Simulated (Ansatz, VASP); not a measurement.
**Two plane-wave programs on CsB3N3**

```
Cs B N
1.0
     4.37172    0.00019    0.01294
    -2.18561    3.78558    0.07109
     0.02474    0.18451    9.85432
Cs B N
1 3 3
Cartesian
  -0.0033 0.0879 4.9475
  0.0028 2.5246 0.0489
  2.1886 1.2625 0.0288
  0.0027 0.0009 -0.0027
  1.4595 0.0009 0.0009
  -0.7260 1.2624 0.0209
  1.4602 2.5245 0.0509
```

Change from the starting cell: cell x1, atoms moved at random (sigma 0.05 Å) and cell strained at random (1.5 %), then relaxed without symmetry.

Alike in both runs: functional PBE; k mesh 6 × 6 × 2; occupations gaussian, width 0.2 eV; no spin polarisation.

Ansatz relaxed the structure, and its values are those at the end. VASP's run is a single point on that final structure, the one shown.

|  | VASP | Ansatz |
| --- | --- | --- |
| version | VASP 6.6.1 | Ansatz 0.2.0 |
| potentials or method | VASP PAW PBE potentials, release 64 (Cs_sv, B, N), cutoff 520 eV | scalar-relativistic, plane waves, PAW |
| valence electrons in the cell | 33 | 33 |

```csv
,VASP,Ansatz,Ansatz less VASP
gap on the k mesh at the Fermi level (eV),none,none,-
pressure (GPa),-0.1,-0.1,-0.01
rms of the force components (eV/Å),0.008,0.008,0.0000
```

A gap of «none» marks a metal or a gap that the smearing closes.

Spin-orbit coupling is off throughout.
